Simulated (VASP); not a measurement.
# Si4P (P1) in VASP: single point with PBE

Aim: the single point of Si4P with PBE.

Everything below comes from runs of VASP 6.6.1. Logs are shortened: lines on timing, memory, paths and dates and some standing lists are left out, and cuts for length are marked.

## Step 1: The cell of the first run

The typed cell holds 10 atoms: a = 3.692 Å, b = 3.666 Å, c = 17.637 Å, α = 87.96°, β = 87.62°, γ = 140.09°.

## Step 2: Single point, PBE

File INCAR:

```
SYSTEM = Si4P
ALGO     = Normal         ! electronic algorithm
EDIFF    = 1E-6           ! SCF threshold, eV
ENCUT    = 520            ! plane-wave cutoff, eV
GGA      = PE             ! functional
ISIF     = 2              ! what is computed and relaxed
ISMEAR   = 0              ! smearing method
LASPH    = .TRUE.         ! aspherical terms in the spheres
LCHARG   = .TRUE.         ! write CHGCAR
LELF     = .TRUE.         ! ELF
LREAL    = .FALSE.        ! projectors in reciprocal space
LVHAR    = .TRUE.       
LWAVE    = .FALSE.        ! write WAVECAR
NBANDS   = 32             ! bands
NELM     = 80             ! most SCF steps
PREC     = Accurate       ! precision mode
SIGMA    = 0.2            ! smearing width, eV
```

File KPOINTS:

```
k-points
0
G
  6 6 1
  0 0 0
```

File POSCAR:

```
Si4P
1.0
    3.6344491558     -0.6442864558      0.0872043694
   -2.3614584964      2.8033593477      0.0733625041
    0.4511481230      0.7408469180     17.6157073529
Si P
8 2
Direct
    0.1252737639      0.6709635346      0.3996997279
    0.8630877303      0.9158962575      0.8996214550
    0.2195077228      0.2834675957      0.0956165973
   -0.5150280860      0.0288334465      0.5959500678
    0.7054887828      0.7587761955      0.3036562302
    0.9907551337      1.5259291661      0.8046803867
    0.3409094623      0.8893483070      0.0006835610
    0.0709753112      0.1248183382      0.5000164184
    0.7471463934      0.2746880513      0.2010302601
    0.4518837856      0.5272791079      0.6990452956
```

Potentials or basis: VASP PAW PBE potentials, release 64 (Si, P).

The run is started by

```
> cat potpaw_PBE.64/Si/POTCAR potpaw_PBE.64/P/POTCAR > POTCAR
> mpirun -np 1 vasp_std > vasp.out
```

OUTCAR:

```text
SYSTEM = Si4P
   EDIFF = 1E-6
   ENCUT = 520
   GGA = PE
   ISIF = 2
   ISMEAR = 0
   LASPH = .TRUE.
   LREAL = .FALSE.
   NELM = 80
   PREC = Accurate

 ion  position               nearest neighbor table
   1  0.125  0.671  0.400-   5 2.48   8 2.51   5 2.51   8 2.58   5 3.02   5 3.08   8 3.08   8 3.15

   2  0.863  0.916  0.900-   6 2.47   6 2.49   7 2.51   7 2.61   6 2.96   7 3.03
   3  0.220  0.283  0.096-   7 2.47   9 2.48   7 2.49   9 2.76   7 2.97
   4  0.485  0.029  0.596-  10 2.47   8 2.48   8 2.51  10 2.69   8 3.00   8 3.09
   5  0.705  0.759  0.304-   9 2.48   1 2.48   1 2.51   9 2.66   1 3.02   1 3.08
   6  0.991  0.526  0.805-   2 2.47  10 2.47   2 2.49  10 2.78   2 2.96
   7  0.341  0.889  0.001-   3 2.47   3 2.49   2 2.51   2 2.61   3 2.97   2 3.03
   8  0.071  0.125  0.500-   4 2.48   1 2.51   4 2.51   1 2.58   4 3.00   1 3.08   4 3.09   1 3.15

   9  0.747  0.275  0.201-   3 2.48   5 2.48   5 2.66   3 2.76
  10  0.452  0.527  0.699-   6 2.47   4 2.47   4 2.69   6 2.78

  LATTYP: Found a triclinic cell.
 ALAT       =     2.5115498586
 B/A-ratio  =     2.0472937796
 C/A-ratio  =     7.2232274872
 COS(alpha) =     0.0040396607
 COS(beta)  =     0.1769115948
 COS(gamma) =     0.7400787800

  Lattice vectors:

 A1 = (  -1.2729906594,  -2.1590728919,  -0.1605668735)
 A2 = (  -4.9074398152,  -1.5147864361,  -0.2477712429)
 A3 = (   1.9103103734,  -3.5442062657, -17.6890698570)

Analysis of symmetry for initial positions (statically):
=====================================================================
 Subroutine PRICEL returns:
 Original cell was already a primitive cell.

 Routine SETGRP: Setting up the symmetry group for a
 triclinic supercell.

 Subroutine GETGRP returns: Found  1 space group operations
 (whereof  1 operations were pure point group operations)
 out of a pool of  2 trial point group operations.

The static configuration has the point symmetry C_1 .

Analysis of symmetry for dynamics (positions and initial velocities):
=====================================================================
 Subroutine PRICEL returns:
 Original cell was already a primitive cell.

 Routine SETGRP: Setting up the symmetry group for a
 triclinic supercell.

 Subroutine GETGRP returns: Found  1 space group operations
 (whereof  1 operations were pure point group operations)
 out of a pool of  2 trial point group operations.

[... 117 lines left out ...]
   ISIF   =      2    stress and relaxation
   ISYM   =      2    0-nonsym 1-usesym 2-fastsym
   POTIM  = 0.5000    time-step for ionic-motion
   TEBEG  =    0.0;   TEEND  =   0.0 temperature during run
   PSTRESS=    0.0 pullay stress
   NELECT =      42.0000    total number of electrons
   NUPDOWN=      -1.0000    fix difference up-down
   EMIN   =  10.00;   EMAX   =-10.00  energy-range for DOS
   EFERMI =   0.00;   METHOD = LEGACY
   ISMEAR =     0;   SIGMA  =   0.20  broadening in eV -4-tet -1-fermi 0-gaus
   EFERMI_NEDOS =   21; number of points for ismear=-14 and -15
   IALGO  =     38    algorithm
   IMIX   =      4    mixing-type and parameters
     AMIX     =   0.40;   BMIX     =  1.00
     AMIX_MAG =   1.60;   BMIX_MAG =  1.00
  volume/ion in A,a.u.               =      15.22       102.71
  Fermi-wavevector in a.u.,A,eV,Ry     =   1.065832  2.014131 15.456199  1.135999
  Thomas-Fermi vector in A             =   2.201397
   LORBIT       =      0    0 simple, 1 ext, 2 COOP (PROOUT), +10 PAW based schemes
   GGA     = PE    functional components
   LHFCALC =     F    Hartree Fock is set to
   AEXX    =    0.0000 exact exchange contribution
   IVDW    =     0    specifies the selected vdW correction
   LEPSILON=     F    determine dielectric tensor
   LRPA    =     F    only Hartree local field effects (RPA)
 non-spin polarized calculation
 Gauss-broadening in eV      SIGMA  =   0.20
  energy-cutoff  :      520.00
  volume of cell :      152.20
 maximum number of plane-waves:      4125
   NGX = 13   NGY = 13   NGZ = 65

 number of electron      42.0000001 magnetization

 Free energy of the ion-electron system (eV)
  ---------------------------------------------------
  ext. energy  EPLUGINS =         0.00000000
  ---------------------------------------------------
  free energy    TOTEN  =       -51.40630661 eV

  energy without entropy =      -51.35690694  energy(sigma->0) =      -51.38160678

 E-fermi :   9.2956     XC(G=0): -10.9510

 val. band max:        9.2951964396   @ k =   0.5000   0.0000  -0.0000
 cond. band min:       9.3827045282   @ k =   0.5000   0.0000  -0.0000
 fundamental gap:      0.0875080886
 Fermi energy:         9.2955582465

 k-point     1 :       0.0000    0.0000    0.0000
  band No.  band energies     occupation
      1      -5.4040      2.00000
      2      -5.2641      2.00000
      3      -4.2753      2.00000
      4      -3.5295      2.00000
      5      -2.9662      2.00000
      6      -1.4323      2.00000
[... 689 lines left out ...]
     31      17.1735      0.00000
     32      17.3719      0.00000

------------------------ aborting loop because EDIFF is reached ----------------------------------------

  FORCE on cell =-STRESS in cart. coord.  units (eV):
  Direction    XX          YY          ZZ          XY          YZ          ZX
  --------------------------------------------------------------------------------------
  -------------------------------------------------------------------------------------
  Total        0.0245923     -0.1232048     -0.0505039     -0.0180571     -0.0305227      0.0215626
  in kB        0.2588829     -1.2969731     -0.5316537     -0.1900863     -0.3213121      0.2269889
  external PRESSURE =      -0.5232479 kB  Pullay stress =       0.0000000 kB

 VOLUME and BASIS-vectors are now :
 -----------------------------------------------------------------------------
  energy-cutoff  :      520.00
  volume of cell :      152.20
      direct lattice vectors                 reciprocal lattice vectors
     3.634449156 -0.644286456  0.087204369     0.324110823  0.273538664 -0.019804613
    -2.361458496  2.803359348  0.073362504     0.074995832  0.420401877 -0.019601124
     0.451148123  0.740846918 17.615707353    -0.001916799 -0.003104928  0.056947190

 POSITION                                       TOTAL-FORCE (eV/Angst)
 -----------------------------------------------------------------------------------
     -0.94883      2.09636      7.10114         0.000625      0.000983      0.009771
      1.37986      2.67799     15.98993        -0.005093     -0.001166     -0.007575
      0.17153      0.72407      1.72429        -0.009137      0.002393     -0.009919
      1.96338      0.20988     10.54249        -0.001585      0.003692      0.015755
      0.90924      1.89755      5.46631        -0.004495      0.004546     -0.003147
      2.72192      1.43218     14.30000         0.010468     -0.002479      0.008454
     -0.86083      2.27403      0.10702         0.008074     -0.002394     -0.000644
      0.18878      0.67462      8.82349         0.003483     -0.000229     -0.007806
      2.15750      0.43761      3.62660         0.012122     -0.003446      0.002830
      0.71257      1.70490     12.39227        -0.014462     -0.001900     -0.007719
 -----------------------------------------------------------------------------------
    total drift:                               -0.000070      0.000048     -0.000007

  FREE ENERGIE OF THE ION-ELECTRON SYSTEM (eV)
  ---------------------------------------------------
  free  energy   TOTEN  =       -51.4063066141 eV

  energy  without entropy=      -51.3569069373  energy(sigma->0) =      -51.38160678
```

stdout:

```text
POSCAR found type information on POSCAR SiP
 POSCAR found :  2 types and      10 ions
 scaLAPACK will be used
 LDA part: xc-table for (Slater+PW92), standard interpolation
 POSCAR, INCAR and KPOINTS ok, starting setup
 FFT: planning ... GRIDC
 FFT: planning ... GRID_SOFT
 FFT: planning ... GRID
 WAVECAR not read
 entering main loop
```

It took 5.3 min on 1 thread of Intel Xeon 8259CL, shared host; peak memory 0.33 GiB.

What came out:

| Quantity | Value |
| --- | --- |
| Free energy | -51.4063 eV |
| Pressure | -0.1 GPa |
| Largest force | 0.017 eV/Å |
| Band gap on the k mesh | zero (bands 21 and 22 overlap by 3.26 eV) |

Forces on the atoms (eV/Å):
```
Si   0.001  0.001  0.010
Si  -0.005 -0.001 -0.008
Si  -0.009  0.002 -0.010
Si  -0.002  0.004  0.016
Si  -0.004  0.005 -0.003
Si   0.010 -0.002  0.008
Si   0.008 -0.002 -0.001
Si   0.003  0.000 -0.008
P    0.012 -0.003  0.003
P   -0.014 -0.002 -0.008
```

Caveat: the k points lie up to 0.44 Å⁻¹ apart, too coarse for converged energies and pressures of a metal.
